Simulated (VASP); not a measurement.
Sc, 1 atom in the cell. Symmetry: Pm-3m, No. 221, cubic system. The conventional cell has a = 2.999 Å, b = 2.999 Å, c = 2.999 Å, α = 90.00°, β = 90.00°, γ = 90.00°. Sc (site symmetry m-3m) has 6 Sc at 3.00 Å within 3.9 Å. 

| Property | Result |
| --- | --- |
| Program | VASP 6.6.1 |
| Task | single point |
| Functional | BLYP |
| Potentials or basis | VASP PAW PBE potentials, release 64 (Sc_sv) |
| Cutoff | 520 eV |
| k mesh | 12 × 12 × 12 |
| Occupations | fermi-dirac, width 0.1 eV |
| Spin | no spin polarisation |
| Dipole correction | no |
| Further INCAR settings | ALGO = Normal; EDIFF = 1e-06; NBANDS = 12 |

Potentials or basis: VASP PAW PBE potentials, release 64 (Sc_sv).

The run is started by

```console
$ cat potpaw_PBE.64/Sc_sv/POTCAR > POTCAR
$ mpirun -np 1 vasp_std > vasp.out
```

Hardware: 1 thread of AMD EPYC 9R14 (Zen 4), on a shared host.

Problem. How long does it take, and how much memory?

Solution. Wall time 17 s on 1 thread of AMD EPYC 9R14 (Zen 4) (shared host), peak memory 0.12 GiB. Counts: scf iterations 12, k points 84.
